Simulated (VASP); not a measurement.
Ge:

```
Ge
1.0
     0.00000    2.88574    5.11566
     2.63050    0.00000    5.11566
     2.63050    2.88574    0.00000
Ge
4
Direct
  0.78187 0.78187 0.21813
  0.21813 0.21813 0.78187
  0.27351 0.72649 0.27351
  0.72649 0.27351 0.72649
```

| Property | Result |
| --- | --- |
| Program | VASP 6.6.1 |
| Task | relaxation of cell and atoms |
| Functional | PBEsol |
| Potentials or basis | VASP PAW PBE potentials, release 64 (Ge_d) |
| Cutoff | 500 eV |
| k mesh | 7 × 7 × 7 |
| Occupations | gaussian, width 0.1 eV |
| Spin | no spin polarisation |

At the start: pressure -3.5 GPa; volume 19.42 Å³/atom.

Where does the relaxation end?

Over 11 steps the energy falls by 12.7 meV/atom and the volume is 18.41 Å³/atom (-5.2 %); space group Fmmm (No. 69, to 0.1 Å) before and after.

Step by step:
```csv
step,energy change (eV),largest force (eV/Å),pressure (GPa),volume (Å³)
1,0.0000,0.0408,-3.51,77.67
2,-0.0431,0.0610,0.94,72.98
3,-0.0456,0.0566,0.03,73.80
4,-0.0455,0.0574,-0.06,73.88
5,-0.0463,0.0558,-0.04,73.86
6,-0.0480,0.0697,-0.03,73.79
7,-0.0473,0.0604,0.02,73.64
8,-0.0487,0.0716,-0.02,73.73
9,-0.0496,0.0520,-0.02,73.68
10,-0.0502,0.0546,0.02,73.61
11,-0.0507,0.0296,0.04,73.62
```

Final structure:
```xyz
4
Lattice="0.0000 2.8619 4.9666 2.5898 0.0000 4.9666 2.5898 2.8619 0.0000" Properties=species:S:1:pos:R:3 pbc="T T T"
Ge    2.5898    2.8619    7.7247
Ge    2.5898    2.8619    2.2085
Ge    2.5898    1.5735    4.9666
Ge    2.5898    4.1504    4.9666
```

Caveat: the PAW data sets were made with another functional, which shifts forces and pressure a little; the relaxation stopped at a loose force limit of 0.05 eV/Å, so its end isn't a converged minimum.
